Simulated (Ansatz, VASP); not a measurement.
One calculation of Zn3H2, two programs

```
Zn H
1.0
     2.30095   -1.33265   -0.17948
     2.30095    1.33265   -0.17948
    -2.22484    0.00000   11.00926
Zn H
3 2
Direct
  0.00000 0.00000 0.00000
  0.41346 0.41346 0.62040
  0.58654 0.58654 0.37960
  0.39754 0.39754 0.09644
  0.60246 0.60246 0.90356
```

Alike in both runs: functional PBE; k mesh 14 × 14 × 4; occupations gaussian, width 0.1 eV; no spin polarisation.

Ansatz relaxed the structure, and its values are those at the end. VASP's run is a single point on that final structure, the one shown.

```csv
,VASP,Ansatz
version,VASP 6.6.1,Ansatz 0.2.0
potentials or method,"VASP PAW PBE potentials, release 64 (Zn, H), cutoff 520 eV","scalar-relativistic, plane waves, PAW"
valence electrons in the cell,38,38
```

```tsv
	VASP	Ansatz	Ansatz less VASP
gap on the k mesh at the Fermi level (eV)	none	none	-
pressure (GPa)	0.1	-0.1	-0.20
rms of the force components (eV/Å)	0.004	0.003	-0.0008
```

A gap of «none» marks a metal or a gap that the smearing closes.
